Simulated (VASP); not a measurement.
## FeO (Wuestite): single point with PBE+U

The system is FeO (Wuestite).

```
Fe O
1.0
     1.58442    0.91477    2.48306
    -1.58442    0.91477    2.48306
     0.00000   -1.82953    2.48306
Fe O
1 1
Cartesian
  0.0000 0.0000 0.0000
  0.0000 0.0000 3.7246
```

```
Program             : VASP 6.6.1
Task                : single point
Functional          : PBE
Potentials or basis : VASP PAW PBE potentials, release 64 (Fe, O)
Cutoff              : 520 eV
k mesh              : 18 × 18 × 18
Occupations         : gaussian, width 0.1 eV
Spin                : collinear spin, ferromagnetic start
Starting moments    : [3.91, 0.24] μB
Hubbard terms       : Fe d U = 5.3 eV
```

```
Pressure                                              : -9.4 GPa
Band gap on the k mesh                                : zero (filled and empty bands overlap)
Net moment                                            : 4.00 μB per cell
Site moments                                          : Fe +3.85; O +0.16 μB
Valence electrons inside the program's atomic spheres : Fe 6.65; O 4.98
```

Stress tensor (GPa, compression positive):
```
-10.37   0.00   0.00
  0.00 -10.37   0.00
  0.00   0.00  -7.39
```

Levels at points of the mesh, in eV from the Fermi level:
Spin up:
| k point | band 5 | band 6 | band 7 | band 8 | band 9 | band 10 | band 11 | band 12 | band 13 | band 14 |
| --- | --- | --- | --- | --- | --- | --- | --- | --- | --- | --- |
| (0.00, 0.00, 0.00) | -6.31 | -6.31 | -3.38 | -3.38 | -3.13 | -0.30 | 14.43 | 14.43 | 15.09 | 15.29 |
| (0.50, 0.00, 0.00) | -6.18 | -5.79 | -4.54 | -1.69 | -1.66 | 3.94 | 7.58 | 11.89 | 12.33 | 17.46 |
| (0.50, 0.50, 0.00) | -5.85 | -5.79 | -5.45 | -4.55 | -4.27 | 4.57 | 8.34 | 9.00 | 13.59 | 14.12 |
| (0.50, 0.50, 0.50) | -5.65 | -5.65 | -4.73 | -1.69 | -1.69 | 3.62 | 8.18 | 11.40 | 11.40 | 16.62 |
Spin down:
| k point | band 1 | band 2 | band 3 | band 4 | band 5 | band 6 | band 7 | band 8 | band 9 | band 10 |
| --- | --- | --- | --- | --- | --- | --- | --- | --- | --- | --- |
| (0.00, 0.00, 0.00) | -19.61 | -3.07 | -3.07 | -2.83 | -0.91 | -0.91 | 0.43 | 1.87 | 2.21 | 2.21 |
| (0.50, 0.00, 0.00) | -18.62 | -7.43 | -4.48 | -4.04 | 0.29 | 0.38 | 2.73 | 4.08 | 4.10 | 4.38 |
| (0.50, 0.50, 0.00) | -18.49 | -6.38 | -4.22 | -3.94 | -1.55 | 0.41 | 2.38 | 2.74 | 2.95 | 6.11 |
| (0.50, 0.50, 0.50) | -18.52 | -7.09 | -4.37 | -4.37 | 0.16 | 0.16 | 2.75 | 4.12 | 4.20 | 4.20 |

Eigenvalues of the final occupation matrices:
```tsv
site	spin	trace	eigenvalues
site 1 d	1	4.94	0.97 0.97 0.97 1.01 1.01
site 1 d	2	1.13	0.04 0.08 0.08 0.46 0.46
```

It took 3.9 min on 1 thread of Intel(R) Xeon(R) Platinum 8488C (Sapphire Rapids), on a shared host, peak memory 0.43 GiB.

Caveat: a cell with one magnetic atom can't hold antiferromagnetic order, which such compounds often take. The state reached can hang on the start; a lower one may exist.
